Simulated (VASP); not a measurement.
Set up this calculation in VASP 6.6.1, as the native input.

```
Task                   : single point
Functional             : PBE
Potentials or basis    : VASP PAW PBE potentials, release 64 (Ca_sv, S)
Cutoff                 : 500 eV
k mesh                 : 8 × 8 × 8
Occupations            : gaussian, width 0.02 eV
Spin                   : no spin polarisation
Dipole correction      : no
Further INCAR settings : ALGO = Normal; EDIFF = 1e-06; NBANDS = 15
```

The structure of CaS lies in POSCAR:

```
CaS
1.0
    0.0000000000      2.7674268702      2.7674268702
    2.7674268702      0.0000000000      2.7674268702
    2.7674268702      2.7674268702      0.0000000000
Ca S
1 1
Direct
    0.0000000000      0.0000000000      0.0000000000
    0.5000000000      0.5000000000      0.5000000000
```

The input as run:

INCAR

```
  PREC = Accurate
  ENCUT = 500
  EDIFF = 1E-6
  ISMEAR = 0
  SIGMA = 0.02
  LREAL = F
  LASPH = T
  NELM = 120
  ALGO = Normal
  ISIF = 2
  LWAVE = F
  LCHARG = F
  GGA = PE
  NBANDS = 15
  GGA_COMPAT = F
```

KPOINTS

```
Automatic mesh
0
Gamma
  8 8 8
```

Potentials or basis: VASP PAW PBE potentials, release 64 (Ca_sv, S).

Run with:

```console
$ cat potpaw_PBE.64/Ca_sv/POTCAR potpaw_PBE.64/S/POTCAR > POTCAR
$ mpirun -np 1 vasp_std > vasp.out
```

It gave:

| Property | Result |
| --- | --- |
| Pressure | 6.7 GPa |
| Band gap on the k mesh | 2.14 eV (least direct gap 3.00 eV) |

Caveat: the cell stands under pressure.

Run time: 8.1 s on 1 thread of Intel(R) Xeon(R) 6975P-C (Granite Rapids), with other jobs on the host, peak memory 0.17 GiB.
